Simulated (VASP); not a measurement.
# RbBr (Fm-3m) in VASP: notebook

The runs below take RbBr through phonons, with r2SCAN.

Program: VASP 6.6.1. These are calculated values, not measurements. Logs are shortened: lines on timing, memory, paths and dates and some standing lists are left out, and cuts for length are marked.

## Step 1: The cell of the first run

The structure is cubic, space group Fm-3m (No. 225). Conventional cell: a = 6.923 Å, b = 6.923 Å, c = 6.923 Å, α = 90.00°, β = 90.00°, γ = 90.00°. Within 4.6 Å of Rb (site symmetry m-3m) lie 6 Br at 3.46 Å. Br (site symmetry m-3m) has 6 Rb at 3.46 Å within 4.6 Å.

## Step 2: Phonons, r2SCAN

The input, INCAR:

```
ALGO = Normal ; EDIFF = 1E-8
ENCUT = 520 ; IBRION = 6
ISIF = 2 ; ISMEAR = 0
LASPH = T ; LCHARG = F
LMIXTAU = T ; LREAL = F
LWAVE = F ; METAGGA = R2SCAN
NBANDS = 15 ; NELM = 80
NFREE = 2 ; NSW = 1
POTIM = 0.015 ; PREC = Accurate
SIGMA = 0.01
```

The input, KPOINTS:

```
k-points
0
Gamma
  6 6 6
```

The input, POSCAR:

```
RbBr
1.0
    3.4617342726      3.4617342726      0.0000000000
   -3.4617342726      3.4617342726      0.0000000000
    0.0000000000      3.4617342726      3.4617342726
Rb Br
1 1
Direct
    0.0000000000      0.0000000000      0.0000000000
    0.5000000000      0.5000000000      0.0000000000
```

Potentials or basis: VASP PAW PBE potentials, release 64 (Rb_sv, Br).

Started as:

```sh
> cat potpaw_PBE.64/Rb_sv/POTCAR potpaw_PBE.64/Br/POTCAR > POTCAR
> mpirun -np 1 vasp_std > vasp.out
```

OUTCAR:

```text
EDIFF = 1E-8
   ENCUT = 520
   IBRION = 6
   ISIF = 2
   ISMEAR = 0
   LASPH = T
   LREAL = F
   METAGGA = R2SCAN
   NELM = 80
   NFREE = 2
   NSW = 1
   POTIM = 0.015
   PREC = Accurate

 ion  position               nearest neighbor table
   1  0.000  0.000  0.000-   2 3.46   2 3.46   2 3.46   2 3.46   2 3.46   2 3.46
   2  0.500  0.500  0.000-   1 3.46   1 3.46   1 3.46   1 3.46   1 3.46   1 3.46

  LATTYP: Found a face centered cubic cell.
 ALAT       =     6.9234685452

  Lattice vectors:

 A1 = (   0.0000000000,   3.4617342726,   3.4617342726)
 A2 = (   3.4617342726,   0.0000000000,   3.4617342726)
 A3 = (   3.4617342726,   3.4617342726,   0.0000000000)

Analysis of symmetry for initial positions (statically):
=====================================================================
 Subroutine PRICEL returns:
 Original cell was already a primitive cell.

 Routine SETGRP: Setting up the symmetry group for a
 face centered cubic supercell.

 Subroutine GETGRP returns: Found 48 space group operations
 (whereof 48 operations were pure point group operations)
 out of a pool of 48 trial point group operations.

The static configuration has the point symmetry O_h .

Analysis of symmetry for dynamics (positions and initial velocities):
=====================================================================
 Subroutine PRICEL returns:
 Original cell was already a primitive cell.

 Routine SETGRP: Setting up the symmetry group for a
 face centered cubic supercell.

 Subroutine GETGRP returns: Found 48 space group operations
 (whereof 48 operations were pure point group operations)
 out of a pool of 48 trial point group operations.

The dynamic configuration has the point symmetry O_h .

 Subroutine INISYM returns: Found 48 space group operations
 (whereof 48 operations are pure point group operations),
 and found     1 'primitive' translations

----------------------------------------------------------------------------------------

                                     Primitive cell

  volume of cell :      82.9681

  direct lattice vectors                    reciprocal lattice vectors
     3.461734273  3.461734273  0.000000000     0.144436274  0.144436274 -0.144436274
    -3.461734273  3.461734273  0.000000000    -0.144436274  0.144436274 -0.144436274
     0.000000000  3.461734273  3.461734273     0.000000000  0.000000000  0.288872548

  length of vectors
     4.895631558  4.895631558  4.895631558     0.250170965  0.250170965  0.288872548

  position of ions in fractional coordinates (direct lattice)
     0.000000000  0.000000000  0.000000000
     0.500000000  0.500000000  0.000000000

  ion indices of the primitive-cell ions
   primitive index   ion index
                 1           1
                 2           2

----------------------------------------------------------------------------------------

 KPOINTS: k-points

Automatic generation of k-mesh.
 Grid dimensions read from file:
 generate k-points for:    6    6    6

 Generating k-lattice:

  Cartesian coordinates                     Fractional coordinates (reciprocal lattice)
     0.024072712  0.024072712 -0.024072712     0.166666667  0.000000000  0.000000000
    -0.024072712  0.024072712 -0.024072712     0.000000000  0.166666667  0.000000000
     0.000000000  0.000000000  0.048145425     0.000000000  0.000000000  0.166666667

  Length of vectors
     0.041695161  0.041695161  0.048145425

  Shift w.r.t. Gamma in fractional coordinates (k-lattice)
     0.000000000  0.000000000  0.000000000

 Subroutine IBZKPT returns following result:
 ===========================================
[... 51 lines left out ...]
   NUPDOWN=      -1.0000    fix difference up-down
   EMIN   =  10.00;   EMAX   =-10.00  energy-range for DOS
   EFERMI =   0.00;   METHOD = LEGACY
   ISMEAR =     0;   SIGMA  =   0.01  broadening in eV -4-tet -1-fermi 0-gaus
   EFERMI_NEDOS =   21; number of points for ismear=-14 and -15
   IALGO  =     38    algorithm
   IMIX   =      4    mixing-type and parameters
     AMIX     =   0.40;   BMIX     =  1.00
     AMIX_MAG =   1.60;   BMIX_MAG =  1.00
  volume/ion in A,a.u.               =      41.48       279.95
  Fermi-wavevector in a.u.,A,eV,Ry     =   0.945826  1.787351 12.171584  0.894586
  Thomas-Fermi vector in A             =   2.073765
   LORBIT       =      0    0 simple, 1 ext, 2 COOP (PROOUT), +10 PAW based schemes
   METAGGA = R2SCAN    functional components
   LHFCALC =     F    Hartree Fock is set to
   AEXX    =    0.0000 exact exchange contribution
   IVDW    =     0    specifies the selected vdW correction
   LEPSILON=     F    determine dielectric tensor
   LRPA    =     F    only Hartree local field effects (RPA)
 finite differences with symmetry
 non-spin polarized calculation
 Gauss-broadening in eV      SIGMA  =   0.01
  energy-cutoff  :      520.00
  volume of cell :       82.97
 maximum number of plane-waves:      2252
   NGX = 19   NGY = 19   NGZ = 19

--------------------------------------- Ionic step        1  -------------------------------------------

 number of electron      15.9999997 magnetization

 Free energy of the ion-electron system (eV)
  ---------------------------------------------------
  ext. energy  EPLUGINS =         0.00000000
  ---------------------------------------------------
  free energy    TOTEN  =       -31.15568523 eV

  energy without entropy =      -31.15568523  energy(sigma->0) =      -31.15568523

------------------------ aborting loop because EDIFF is reached ----------------------------------------

  FORCE on cell =-STRESS in cart. coord.  units (eV):
  Direction    XX          YY          ZZ          XY          YZ          ZX
  --------------------------------------------------------------------------------------
  -------------------------------------------------------------------------------------
  Total        0.0158413      0.0158413      0.0158413      0.0000000      0.0000000      0.0000000
  in kB        0.3059083      0.3059083      0.3059083      0.0000000      0.0000000      0.0000000
  external PRESSURE =       0.3059083 kB  Pullay stress =       0.0000000 kB
[... 131 lines left out ...]
--------------------------------------- Ionic step        5  -------------------------------------------

 number of electron      15.9999999 magnetization

 Free energy of the ion-electron system (eV)
  ---------------------------------------------------
  ext. energy  EPLUGINS =         0.00000000
  ---------------------------------------------------
  free energy    TOTEN  =       -31.15554721 eV

  energy without entropy =      -31.15554721  energy(sigma->0) =      -31.15554721

 E-fermi :  -2.1689     XC(G=0):  -7.5018

 val. band max:       -2.2696239182   @ k =   0.0000   0.0000   0.0000
 cond. band min:       2.6211824270   @ k =   0.0000   0.0000   0.0000
 fundamental gap:      4.8908063452
 Fermi energy:        -2.1689469327

 k-point     1 :       0.0000    0.0000    0.0000
  band No.  band energies     occupation
      1     -27.4896      2.00000
      2     -14.8530      2.00000
      3     -11.0165      2.00000
      4     -11.0165      2.00000
      5     -11.0165      2.00000
      6      -2.2696      2.00000
      7      -2.2696      2.00000
      8      -2.2696      2.00000
      9       2.6212      0.00000
     10       5.6047      0.00000
     11       5.6048      0.00000
     12       5.6048      0.00000
     13       6.6523      0.00000
     14       6.6526      0.00000
[... 401 lines left out ...]
      2     -14.8337      2.00000
      3     -11.0751      2.00000
      4     -11.0638      2.00000
      5     -11.0636      2.00000
      6      -2.8553      2.00000
      7      -2.4008      2.00000
      8      -2.4007      2.00000
      9       4.1244      0.00000
     10       4.6471      0.00000
     11       7.3945      0.00000
     12       7.9427      0.00000
     13       8.0753      0.00000
     14       8.0798      0.00000
     15       9.2468      0.00000

 [... further k-points ...]

------------------------ aborting loop because EDIFF is reached ----------------------------------------

  FORCE on cell =-STRESS in cart. coord.  units (eV):
  Direction    XX          YY          ZZ          XY          YZ          ZX
  --------------------------------------------------------------------------------------
  -------------------------------------------------------------------------------------
  Total        0.0176178      0.0156568      0.0156568      0.0000000     -0.0000000     -0.0000000
  in kB        0.3402132      0.3023454      0.3023454      0.0000000     -0.0000000     -0.0000000
  external PRESSURE =       0.3149680 kB  Pullay stress =       0.0000000 kB
[... 17 lines left out ...]
  FREE ENERGIE OF THE ION-ELECTRON SYSTEM (eV)
  ---------------------------------------------------
  free  energy   TOTEN  =       -31.1555472106 eV

  energy  without entropy=      -31.1555472106  energy(sigma->0) =      -31.15554721

 INTERNAL STRAIN TENSORS FROM DISPLACED ATOMS
 ============================================

 INTERNAL STRAIN TENSOR FOR ION    1 for displacements in x,y,z  (eV/Angst):
          X           Y           Z          XY          YZ          ZX
  --------------------------------------------------------------------------------
  x     0.00000     0.00000     0.00000     0.00000     0.00000     0.00000
  y     0.00000     0.00000     0.00000     0.00000     0.00000     0.00000
  z     0.00000     0.00000     0.00000     0.00000     0.00000     0.00000

 INTERNAL STRAIN TENSOR FOR ION    2 for displacements in x,y,z  (eV/Angst):
          X           Y           Z          XY          YZ          ZX
  --------------------------------------------------------------------------------
  x     0.00000     0.00000     0.00000     0.00000     0.00000     0.00000
  y     0.00000     0.00000     0.00000     0.00000     0.00000     0.00000
  z     0.00000     0.00000     0.00000     0.00000     0.00000     0.00000

 Eigenvectors and eigenvalues of the dynamical matrix
 ----------------------------------------------------

   1 f  =    2.655588 THz    16.685549 2PiTHz   88.580869 cm-1    10.982623 meV
             X         Y         Z           dx          dy          dz
      0.000000  0.000000  0.000000     0.690009   -0.000000   -0.000000
      0.000000  3.461734  0.000000    -0.723801    0.000000   -0.000000
[... 21 lines left out ...]
   6 f/i=    0.018777 THz     0.117977 2PiTHz    0.626322 cm-1     0.077654 meV
             X         Y         Z           dx          dy          dz
      0.000000  0.000000  0.000000    -0.040166    0.285465    0.663916
      0.000000  3.461734  0.000000    -0.038291    0.272138    0.632920

 ELASTIC MODULI CONTR FROM IONIC RELAXATION (kBar)
 Direction    XX          YY          ZZ          XY          YZ          ZX
 --------------------------------------------------------------------------------
 XX           0.0000      0.0000      0.0000      0.0000      0.0000      0.0000
 YY           0.0000      0.0000      0.0000      0.0000      0.0000      0.0000
 ZZ           0.0000      0.0000      0.0000      0.0000      0.0000      0.0000
 XY           0.0000      0.0000      0.0000      0.0000      0.0000      0.0000
 YZ           0.0000      0.0000      0.0000      0.0000      0.0000      0.0000
 ZX           0.0000      0.0000      0.0000      0.0000      0.0000      0.0000
 --------------------------------------------------------------------------------
```

It took 18 min on 1 thread of Intel Xeon 8259CL, shared host; peak memory 0.26 GiB.

Results:

| Property | Result |
| --- | --- |
| Highest phonon frequency at Γ, LO-TO splitting left out | 89 cm⁻¹ |

Phonon frequencies in cm⁻¹ (negative: imaginary):
| q point | frequencies |
| --- | --- |
| (0.000, 0.000, 0.000) | -1 -1 -1 89 89 89 |

Caveat: the PAW data sets were made with another functional, which shifts forces and pressure a little.

## Step 3: Phonons, r2SCAN

This run uses another cell than the first one, of 57.02 Å³/atom.

The input, INCAR:

```
SYSTEM = RbBr
PREC = Accurate
ENCUT = 520
EDIFF = 1E-8
ISMEAR = 0
SIGMA = 0.01
LREAL = .False.
LASPH = .True.
NELM = 80
ALGO = Normal
ISIF = 2
LWAVE = .False.
LCHARG = .True.
METAGGA = R2SCAN
LMIXTAU = .True.
NBANDS = 15
IBRION = 6
NFREE = 2
POTIM = 0.015
NSW = 1
```

The input, KPOINTS:

```
Automatic mesh
0
Gamma
  6 6 6
  0 0 0
```

The input, POSCAR:

```
RbBr
1.0
    3.8488814372      3.8488814372      0.0000000000
   -3.8488814372      3.8488814372      0.0000000000
    0.0000000000      3.8488814372      3.8488814372
Rb Br
1 1
Direct
    0.0000000000      0.0000000000      0.0000000000
    0.5000000000      0.5000000000      0.0000000000
```

Potentials or basis: VASP PAW PBE potentials, release 64 (Rb_sv, Br).

Started as:

```sh
> cat potpaw_PBE.64/Rb_sv/POTCAR potpaw_PBE.64/Br/POTCAR > POTCAR
> mpirun -np 1 vasp_std > vasp.out
```

OUTCAR:

```text
SYSTEM = RbBr
   PREC = Accurate
   ENCUT = 520
   EDIFF = 1E-8
   ISMEAR = 0
   LREAL = .False.
   LASPH = .True.
   NELM = 80
   ISIF = 2
   METAGGA = R2SCAN
   IBRION = 6
   NFREE = 2
   POTIM = 0.015
   NSW = 1

 ion  position               nearest neighbor table
   1  0.000  0.000  0.000-   2 3.85   2 3.85   2 3.85   2 3.85   2 3.85   2 3.85
   2  0.500  0.500  0.000-   1 3.85   1 3.85   1 3.85   1 3.85   1 3.85   1 3.85

  LATTYP: Found a face centered cubic cell.
 ALAT       =     7.6977628744
[... 806 lines left out ...]
  x     0.00000     0.00000     0.00000     0.00000     0.00000     0.00000
  y     0.00000     0.00000     0.00000     0.00000     0.00000     0.00000
  z     0.00000     0.00000     0.00000     0.00000     0.00000     0.00000

 INTERNAL STRAIN TENSOR FOR ION    2 for displacements in x,y,z  (eV/Angst):
          X           Y           Z          XY          YZ          ZX
  --------------------------------------------------------------------------------
  x     0.00000     0.00000     0.00000     0.00000     0.00000     0.00000
  y     0.00000     0.00000     0.00000     0.00000     0.00000     0.00000
  z     0.00000     0.00000     0.00000     0.00000     0.00000     0.00000

 Eigenvectors and eigenvalues of the dynamical matrix
 ----------------------------------------------------

   1 f  =    0.676766 THz     4.252248 2PiTHz   22.574491 cm-1     2.798879 meV
             X         Y         Z           dx          dy          dz
      0.000000  0.000000  0.000000     0.706883   -0.000000   -0.000000
      0.000000  3.848881  0.000000    -0.707331   -0.000000    0.000000
[... 21 lines left out ...]
   6 f/i=    0.011174 THz     0.070207 2PiTHz    0.372716 cm-1     0.046211 meV
             X         Y         Z           dx          dy          dz
      0.000000  0.000000  0.000000    -0.707331   -0.000000   -0.000000
      0.000000  3.848881  0.000000    -0.706883   -0.000000    0.000000

 ELASTIC MODULI CONTR FROM IONIC RELAXATION (kBar)
 Direction    XX          YY          ZZ          XY          YZ          ZX
 --------------------------------------------------------------------------------
 XX           0.0000      0.0000      0.0000      0.0000      0.0000      0.0000
 YY           0.0000      0.0000      0.0000      0.0000      0.0000      0.0000
 ZZ           0.0000      0.0000      0.0000      0.0000      0.0000      0.0000
 XY           0.0000      0.0000      0.0000      0.0000      0.0000      0.0000
 YZ           0.0000      0.0000      0.0000      0.0000      0.0000      0.0000
 ZX           0.0000      0.0000      0.0000      0.0000      0.0000      0.0000
 --------------------------------------------------------------------------------
```

Run time: 28 min. Hardware: 1 thread of Intel Xeon 8259CL, shared host; peak memory 0.32 GiB.

Results:

```
Highest phonon frequency at Γ, LO-TO splitting left out : 23 cm⁻¹
```

Phonon frequencies in cm⁻¹ (negative: imaginary):
```
              q point     frequencies
(0.000, 0.000, 0.000)  0 0 0 23 23 23
```

Caveat: the cell stands under pressure or tension, which shifts response properties; the PAW data sets were made with another functional, which shifts forces and pressure a little.
